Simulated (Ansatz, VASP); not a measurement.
# Two plane-wave programs on Ga5As2P3

File INCAR:

```
SYSTEM = Ga5As2P3
ALGO = Normal
EDIFF = 1E-6
ENCUT = 520
GGA = PE
ISIF = 2
ISMEAR = 0
LASPH = .TRUE.
LCHARG = .FALSE.
LREAL = .FALSE.
LWAVE = .FALSE.
NBANDS = 56
NELM = 80
PREC = Accurate
SIGMA = 0.1
```

Contents of KPOINTS:

```
k-points
0
G
  4 4 4
  0 0 0
```

POSCAR

```
Ga5As2P3
1.0
    0.0000000000     -3.9575090242      0.0000000000
    3.9575090242      0.0000000000      0.0000000000
   -1.9787545121      1.9787545121     14.0162538275
Ga P As
5 3 2
Direct
    0.9029936467      0.9029936467      0.8059872934
    0.5000000000      0.5000000000      1.0000000000
    0.0970063533      0.0970063533      0.1940127066
    0.7014351400      0.7014351400      0.4028702801
    0.2985648600      0.2985648600      0.5971297199
    0.5485215124      0.0485215124      0.0970430249
    0.7500000000      0.2500000000      0.5000000000
    0.9514784876      0.4514784876      0.9029569751
    0.1492247888      0.6492247888      0.2984495775
    0.3507752112      0.8507752112      0.7015504225
```

Input for Ansatz:

```yaml
crystal:
  lattice:
    - [0.0, -3.9575090242, 0.0]
    - [3.9575090242, 0.0, 0.0]
    - [-1.9787545121, 1.9787545121, 14.0162538275]
  atoms:
    - { symbol: Ga, position: [0.9029936467, 0.9029936467, 0.8059872934] }
    - { symbol: Ga, position: [0.5, 0.5, 1.0] }
    - { symbol: Ga, position: [0.0970063533, 0.0970063533, 0.1940127066] }
    - { symbol: Ga, position: [0.70143514, 0.70143514, 0.4028702801] }
    - { symbol: Ga, position: [0.29856486, 0.29856486, 0.5971297199] }
    - { symbol: P, position: [0.5485215124, 0.0485215124, 0.0970430249] }
    - { symbol: P, position: [0.75, 0.25, 0.5] }
    - { symbol: P, position: [0.9514784876, 0.4514784876, 0.9029569751] }
    - { symbol: As, position: [0.1492247888, 0.6492247888, 0.2984495775] }
    - { symbol: As, position: [0.3507752112, 0.8507752112, 0.7015504225] }
basis:
  ecutwfc: 420
kpoints:
  mp_grid: { grid: [4, 4, 4] }
hamiltonian:
  xc: pbe
scf:
  occupations: { method: gaussian, width: 0.1 }
  lower_state_search: "off"
output:
  forces: true
  stress: true
  eigenvalues: true
```

Alike in both runs: task single point; functional PBE; k mesh 4 × 4 × 4; occupations gaussian, width 0.1 eV; no spin polarisation.

```csv
,VASP,Ansatz
version,VASP 6.6.1,Ansatz 0.2.0
potentials or method,"VASP PAW PBE potentials, release 64 (Ga_d, P, As), cutoff 520 eV","scalar-relativistic, plane waves, PAW"
valence electrons in the cell,90,110
```

```csv
,VASP,Ansatz,Ansatz less VASP
gap on the k mesh at the Fermi level (eV),0.94,0.94,+0.002
least direct gap on the mesh (eV),0.94,0.94,+0.002
pressure (GPa),0.2,0.1,-0.10
"traceless stress, the component that is largest in VASP (GPa)",-0.73,-0.73,-0.002
rms of the force components (eV/Å),0.004,0.002,-0.0016
```

Atom by atom the forces differ by 0.006 eV/Å (rms over components). VASP's potentials hold 90 valence electrons a cell and Ansatz's 110, so a difference there can come from the potentials and not from the codes.
